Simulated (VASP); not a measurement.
The system is MnO2.

```
CELL_PARAMETERS angstrom
2.60686 0.00000 0.00000
-1.30343 2.25760 0.00000
0.00000 0.00000 4.19912
ATOMIC_POSITIONS crystal
Mn 0.00000 0.00000 0.50000
O 0.66667 0.33333 0.29371
O 0.33333 0.66667 0.70629
```

Base run:

* Program: VASP 6.6.1
* Functional: LDA
* Potentials or basis: VASP PAW LDA potentials, release 64 (Mn_pv, O)
* Cutoff: 520 eV
* k mesh: 11 × 11 × 6
* Occupations: fermi-dirac, width 0.03 eV
* Spin: collinear spin, ferromagnetic start
* Starting moments: [4.0, 0.0, 0.0] μB

Its results: pressure 86.9 GPa; largest force 5.198 eV/Å.

**Question.** The run is repeated on the same cell with these changes: spin from collinear spin, ferromagnetic start to no spin polarisation; further incar settings from ALGO = Normal; EDIFF = 1e-07; NBANDS = 24 to ALGO = Normal; EDIFF = 1e-06; NBANDS = 20. What comes out?

**Answer.** Pressure 74.0 GPa; largest force 4.989 eV/Å.

Caveats: the cell stands under pressure; a cell with one magnetic atom can't hold antiferromagnetic order, which such compounds often take (at least some runs); forces of over 1 eV/Å act on the atoms, so gaps and moduli don't describe the material at rest (at least some runs); an odd number of electrons without spin polarisation forces a metal (at least some runs); a magnetic or distorted state may lie lower (at least some runs).
